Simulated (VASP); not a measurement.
# Cs (Fm-3m) in VASP: single point with PBE

Aim: the single point of Cs with PBE.

Program: VASP 6.6.1. These are calculated values, not measurements. Logs are shortened: lines on timing, memory, paths and dates and some standing lists are left out, and cuts for length are marked.

### Step 1. The cell of the first run

It takes space group Fm-3m (No. 225, cubic). The conventional cell has a = 7.623 Å, b = 7.623 Å, c = 7.623 Å, α = 90.00°, β = 90.00°, γ = 90.00°.

### Step 2. Single point, PBE

INCAR reads:

```
ALGO     = Normal         # electronic algorithm
EDIFF    = 1E-6           # SCF threshold, eV
ENCUT    = 520            # plane-wave cutoff, eV
GGA      = PE             # functional
ISIF     = 2              # what is computed and relaxed
ISMEAR   = 0              # smearing method
LASPH    = T              # aspherical terms in the spheres
LCHARG   = F              # write CHGCAR
LREAL    = F              # projectors in reciprocal space
LWAVE    = F              # write WAVECAR
NBANDS   = 10             # bands
NELM     = 100            # most SCF steps
PREC     = Accurate       # precision mode
SIGMA    = 0.05           # smearing width, eV
```

KPOINTS reads:

```
k-points
0
Gamma
  4 4 4
```

POSCAR reads:

```
Cs
1.0
    0.0000000000      3.8112616062      3.8112616062
    3.8112616062      0.0000000000      3.8112616062
    3.8112616062      3.8112616062      0.0000000000
Cs
1
Direct
    0.0000000000      0.0000000000      0.0000000000
```

Potentials or basis: VASP PAW PBE potentials, release 64 (Cs_sv).

Command:

```
> cat potpaw_PBE.64/Cs_sv/POTCAR > POTCAR
> mpirun -np 1 vasp_std > vasp.out
```

OUTCAR:

```text
EDIFF = 1E-6
   ENCUT = 520
   GGA = PE
   ISIF = 2
   ISMEAR = 0
   LASPH = T
   LREAL = F
   NELM = 100
   PREC = Accurate

 ion  position               nearest neighbor table
   1  0.000  0.000  0.000-

  LATTYP: Found a face centered cubic cell.
 ALAT       =     7.6225232124

  Lattice vectors:

 A1 = (   0.0000000000,   3.8112616062,   3.8112616062)
 A2 = (   3.8112616062,   0.0000000000,   3.8112616062)
 A3 = (   3.8112616062,   3.8112616062,   0.0000000000)

Analysis of symmetry for initial positions (statically):
=====================================================================
 Subroutine PRICEL returns:
 Original cell was already a primitive cell.

 Routine SETGRP: Setting up the symmetry group for a
 face centered cubic supercell.

 Subroutine GETGRP returns: Found 48 space group operations
 (whereof 48 operations were pure point group operations)
 out of a pool of 48 trial point group operations.

The static configuration has the point symmetry O_h .

Analysis of symmetry for dynamics (positions and initial velocities):
=====================================================================
 Subroutine PRICEL returns:
 Original cell was already a primitive cell.

 Routine SETGRP: Setting up the symmetry group for a
 face centered cubic supercell.

 Subroutine GETGRP returns: Found 48 space group operations
 (whereof 48 operations were pure point group operations)
 out of a pool of 48 trial point group operations.

The dynamic configuration has the point symmetry O_h .

 Subroutine INISYM returns: Found 48 space group operations
 (whereof 48 operations are pure point group operations),
 and found     1 'primitive' translations

----------------------------------------------------------------------------------------

                                     Primitive cell

  volume of cell :     110.7226

  direct lattice vectors                    reciprocal lattice vectors
     0.000000000  3.811261606  3.811261606    -0.131190155  0.131190155  0.131190155
     3.811261606  0.000000000  3.811261606     0.131190155 -0.131190155  0.131190155
     3.811261606  3.811261606  0.000000000     0.131190155  0.131190155 -0.131190155

  length of vectors
     5.389937853  5.389937853  5.389937853     0.227228014  0.227228014  0.227228014

  position of ions in fractional coordinates (direct lattice)
     0.000000000  0.000000000  0.000000000

  ion indices of the primitive-cell ions
   primitive index   ion index
                 1           1

----------------------------------------------------------------------------------------

 KPOINTS: k-points

Automatic generation of k-mesh.
 Grid dimensions read from file:
 generate k-points for:    4    4    4

 Generating k-lattice:

  Cartesian coordinates                     Fractional coordinates (reciprocal lattice)
    -0.032797539  0.032797539  0.032797539     0.250000000  0.000000000  0.000000000
     0.032797539 -0.032797539  0.032797539     0.000000000  0.250000000  0.000000000
     0.032797539  0.032797539 -0.032797539     0.000000000  0.000000000  0.250000000

  Length of vectors
     0.056807003  0.056807003  0.056807003

  Shift w.r.t. Gamma in fractional coordinates (k-lattice)
     0.000000000  0.000000000  0.000000000

 Subroutine IBZKPT returns following result:
 ===========================================

 Found      8 irreducible k-points:

 Following reciprocal coordinates:
            Coordinates               Weight
  0.000000  0.000000  0.000000      1.000000
  0.250000  0.000000  0.000000      8.000000
  0.500000  0.000000  0.000000      4.000000
  0.250000  0.250000  0.000000      6.000000
  0.500000  0.250000  0.000000     24.000000
 -0.250000  0.250000  0.000000     12.000000
  0.500000  0.500000  0.000000      3.000000
 -0.250000  0.500000  0.250000      6.000000
   k-points           NKPTS =      8   k-points in BZ     NKDIM =      8   number of bands    NBANDS=     10
   number of dos      NEDOS =    301   number of ions     NIONS =      1
   total plane-waves  NPLWV =  64000
   dimension x,y,z NGX =    40 NGY =   40 NGZ =   40
   dimension x,y,z NGXF=    80 NGYF=   80 NGZF=   80
   ions per type =               1
   NGX,Y,Z   is equivalent  to a cutoff of  12.34, 12.34, 12.34 a.u.
   NGXF,Y,Z  is equivalent  to a cutoff of  24.68, 24.68, 24.68 a.u.
 SYSTEM =  unknown system
   PREC   = accura    normal or accurate (medium, high low for compatibility)
   ISTART =      0    job   : 0-new  1-cont  2-samecut
   ICHARG =      2    charge: 1-file 2-atom 10-const
   ISPIN  =      1    spin polarized calculation?
   LNONCOLLINEAR =      F non collinear calculations
   LSORBIT =      F    spin-orbit coupling
   LASPH  =      T    aspherical Exc in radial PAW
   ENCUT  =  520.0 eV  38.22 Ry    6.18 a.u.  10.02 10.02 10.02*2*pi/ulx,y,z
   NELM   =    100;   NELMIN=  2; NELMDL= -5     # of ELM steps
   EDIFF  = 0.1E-05   stopping-criterion for ELM
   LREAL  =      F    real-space projection
   EDIFFG = 0.1E-04   stopping-criterion for IOM
   NSW    =      0    number of steps for IOM
   IBRION =     -1    ionic relax: 0-MD 1-quasi-New 2-CG
   NFREE  =      0    steps in history (QN), initial steepest desc. (CG)
   ISIF   =      2    stress and relaxation
   ISYM   =      2    0-nonsym 1-usesym 2-fastsym
   POTIM  = 0.5000    time-step for ionic-motion
   TEBEG  =    0.0;   TEEND  =   0.0 temperature during run
   PSTRESS=    0.0 pullay stress
   NELECT =       9.0000    total number of electrons
   NUPDOWN=      -1.0000    fix difference up-down
   EMIN   =  10.00;   EMAX   =-10.00  energy-range for DOS
   EFERMI =   0.00;   METHOD = LEGACY
   ISMEAR =     0;   SIGMA  =   0.05  broadening in eV -4-tet -1-fermi 0-gaus
   EFERMI_NEDOS =   21; number of points for ismear=-14 and -15
   IALGO  =     38    algorithm
   IMIX   =      4    mixing-type and parameters
     AMIX     =   0.40;   BMIX     =  1.00
     AMIX_MAG =   1.60;   BMIX_MAG =  1.00
  volume/ion in A,a.u.               =     110.72       747.19
  Fermi-wavevector in a.u.,A,eV,Ry     =   0.709159  1.340116  6.842457  0.502906
  Thomas-Fermi vector in A             =   1.795667
   LORBIT       =      0    0 simple, 1 ext, 2 COOP (PROOUT), +10 PAW based schemes
   GGA     = PE    functional components
   LHFCALC =     F    Hartree Fock is set to
   AEXX    =    0.0000 exact exchange contribution
   IVDW    =     0    specifies the selected vdW correction
   LEPSILON=     F    determine dielectric tensor
   LRPA    =     F    only Hartree local field effects (RPA)
 non-spin polarized calculation
 Gauss-broadening in eV      SIGMA  =   0.05
  energy-cutoff  :      520.00
  volume of cell :      110.72
 maximum number of plane-waves:      2998
   NGX = 21   NGY = 21   NGZ = 21

 number of electron       9.0000001 magnetization

 Free energy of the ion-electron system (eV)
  ---------------------------------------------------
  ext. energy  EPLUGINS =         0.00000000
  ---------------------------------------------------
  free energy    TOTEN  =        -0.81826415 eV

  energy without entropy =       -0.81589537  energy(sigma->0) =       -0.81707976

 E-fermi :   0.6966     XC(G=0):  -5.4983

 val. band max:        0.5074569244   @ k =   0.5000   0.0000   0.0000
 cond. band min:       0.7579234983   @ k =   0.5000   0.2500   0.0000
 fundamental gap:      0.2504665740
 Fermi energy:         0.6966343895

 k-point     1 :       0.0000    0.0000    0.0000
  band No.  band energies     occupation
      1     -23.2707      2.00000
      2     -10.0097      2.00000
      3     -10.0097      2.00000
      4     -10.0097      2.00000
      5      -1.1637      2.00000
      6       3.0214      0.00000
      7       3.0214      0.00000
      8       3.0214      0.00000
      9       4.1500      0.00000
     10       4.1500      0.00000

 k-point     2 :       0.2500    0.0000    0.0000
  band No.  band energies     occupation
      1     -23.2670      2.00000
      2     -10.0888      2.00000
      3     -10.0203      2.00000
      4     -10.0203      2.00000
      5      -0.5303      2.00000
      6       2.1829      0.00000
      7       3.1117      0.00000
      8       3.1117      0.00000
      9       4.0563      0.00000
     10       4.0563      0.00000

 k-point     3 :       0.5000    0.0000    0.0000
  band No.  band energies     occupation
      1     -23.2634      2.00000
      2     -10.1648      2.00000
      3     -10.0308      2.00000
      4     -10.0308      2.00000
      5       0.5075      2.00000
      6       1.3586      0.00000
      7       2.8774      0.00000
      8       2.8774      0.00000
      9       4.9752      0.00000
     10       4.9851      0.00000

 k-point     4 :       0.2500    0.2500    0.0000
  band No.  band energies     occupation
      1     -23.2658      2.00000
      2     -10.0856      2.00000
      3     -10.0380      2.00000
      4     -10.0380      2.00000
      5      -0.3274      2.00000
      6       2.0964      0.00000
      7       2.7511      0.00000
      8       3.4638      0.00000
      9       3.4638      0.00000
     10       4.5118      0.00000

 k-point     5 :       0.5000    0.2500    0.0000
  band No.  band energies     occupation
      1     -23.2621      2.00000
      2     -10.1382      2.00000
      3     -10.0713      2.00000
      4     -10.0484      2.00000
      5       0.7579      0.08300
      6       1.5245      0.00000
      7       2.1668      0.00000
      8       3.4248      0.00000
      9       4.1228      0.00000
     10       5.0714      0.00000

 k-point     6 :      -0.2500    0.2500    0.0000
  band No.  band energies     occupation
      1     -23.2634      2.00000
      2     -10.1212      2.00000
      3     -10.0747      2.00000
      4     -10.0309      2.00000
      5       0.3740      2.00000
      6       1.9104      0.00000
      7       2.1044      0.00000
      8       3.3065      0.00000
      9       3.9398      0.00000
     10       4.9702      0.00000

 k-point     7 :       0.5000    0.5000    0.0000
  band No.  band energies     occupation
      1     -23.2609      2.00000
      2     -10.1553      2.00000
      3     -10.0659      2.00000
      4     -10.0659      2.00000
      5       0.8030      0.00264
      6       1.5666      0.00000
      7       2.0447      0.00000
      8       4.6873      0.00000
      9       4.6873      0.00000
     10       4.9937      0.00000

 k-point     8 :      -0.2500    0.5000    0.2500
  band No.  band energies     occupation
      1     -23.2609      2.00000
      2     -10.1110      2.00000
      3     -10.1110      2.00000
      4     -10.0676      2.00000
      5       1.3031      0.00000
      6       1.7714      0.00000
      7       1.7714      0.00000
      8       2.6972      0.00000
      9       5.0744      0.00000
     10       5.1354      0.00000

------------------------ aborting loop because EDIFF is reached ----------------------------------------

  FORCE on cell =-STRESS in cart. coord.  units (eV):
  Direction    XX          YY          ZZ          XY          YZ          ZX
  --------------------------------------------------------------------------------------
  -------------------------------------------------------------------------------------
  Total        0.0858736      0.0858736      0.0858736      0.0000000      0.0000000     -0.0000000
  in kB        1.2426068      1.2426068      1.2426068      0.0000000      0.0000000     -0.0000000
  external PRESSURE =       1.2426068 kB  Pullay stress =       0.0000000 kB

 VOLUME and BASIS-vectors are now :
 -----------------------------------------------------------------------------
  energy-cutoff  :      520.00
  volume of cell :      110.72
      direct lattice vectors                 reciprocal lattice vectors
     0.000000000  3.811261606  3.811261606    -0.131190155  0.131190155  0.131190155
     3.811261606  0.000000000  3.811261606     0.131190155 -0.131190155  0.131190155
     3.811261606  3.811261606  0.000000000     0.131190155  0.131190155 -0.131190155

 POSITION                                       TOTAL-FORCE (eV/Angst)
 -----------------------------------------------------------------------------------
      0.00000      0.00000      0.00000         0.000000      0.000000      0.000000
 -----------------------------------------------------------------------------------
    total drift:                               -0.000000     -0.000000     -0.000000

  FREE ENERGIE OF THE ION-ELECTRON SYSTEM (eV)
  ---------------------------------------------------
  free  energy   TOTEN  =        -0.8182641548 eV

  energy  without entropy=       -0.8158953727  energy(sigma->0) =       -0.81707976
```

Run time: 8.3 s. Hardware: 1 thread of Intel Xeon Platinum 8488C (Sapphire Rapids), shared host; peak memory 0.22 GiB.

What came out:

```
Free energy : -0.8183 eV
Pressure    : 0.1 GPa
```

Caveat: spin-orbit coupling is left out, which moves the levels of the heavy elements.
